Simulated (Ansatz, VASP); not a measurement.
NbSi: VASP beside Ansatz

```xyz
2
Lattice="0.0000 2.5737 2.5737 2.5737 0.0000 2.5737 2.5737 2.5737 0.0000" Properties=species:S:1:pos:R:3 pbc="T T T"
Nb    0.0000    0.0000    0.0000
Si    2.5737    2.5737    2.5737
```

Alike in both runs: task electric field gradients; functional PBE; k mesh 14 × 14 × 14; occupations fermi-dirac, width 0.05 eV; no spin polarisation.

|  | VASP | Ansatz |
| --- | --- | --- |
| version | VASP 6.6.1 | Ansatz 0.2.0 |
| potentials or method | VASP PAW PBE potentials, release 64 (Nb_sv, Si), cutoff 520 eV | all-electron PAW with datasets made for the crystal, scalar-relativistic |

|  | VASP | Ansatz | Ansatz less VASP |
| --- | --- | --- | --- |
| pressure (GPa) | -0.2 | 0.0 | +0.15 |

Ansatz ran all-electron here, and VASP with PAW potentials.
